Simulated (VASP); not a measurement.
Here is a VASP 6.6.1 calculation.

File INCAR:

```
SYSTEM = CuO
ALGO = Normal ; EDIFF = 1E-6
ENCUT = 520 ; GGA = PS
ISIF = 2 ; ISMEAR = -1
LASPH = .TRUE. ; LCHARG = .FALSE.
LREAL = .FALSE. ; LWAVE = .FALSE.
NBANDS = 25 ; NELM = 100
PREC = Accurate ; SIGMA = 0.05
```

File KPOINTS:

```
k-points
0
G
  10 10 5
  0 0 0
```

File POSCAR:

```
CuO
1.0
    2.3712226618     -1.4757421503     -0.1339778958
    2.3712226618      1.4757421503     -0.1339778958
   -1.1500510265      0.0000000000      4.8004434606
Cu O
2 2
Direct
    0.5000000000      0.0000000000      0.5000000000
    0.0000000000      0.5000000000      0.0000000000
    0.3332961914      0.6667038086      0.7500000000
    0.6667038086      0.3332961914      0.2500000000
```

Potentials or basis: VASP PAW PBE potentials, release 64 (Cu, O).

The run is started by

```bash
$ cat potpaw_PBE.64/Cu/POTCAR potpaw_PBE.64/O/POTCAR > POTCAR
$ mpirun -np 1 vasp_std > vasp.out
```

(1) Predict the pressure.

(2) What does it give for the band gap on the k mesh?

(3) Estimate the largest force.

## Answers

(1) 31.0 GPa.

(2) zero (band 17 reaches 8.58 eV, above the bottom of band 18 at 7.94 eV).

(3) 0.076 eV/Å.

Caveat: the PAW data sets were made with another functional, which shifts forces and pressure a little; semilocal functionals often make such compounds metallic where correlation or magnetic order opens a gap, which also shifts bond lengths.
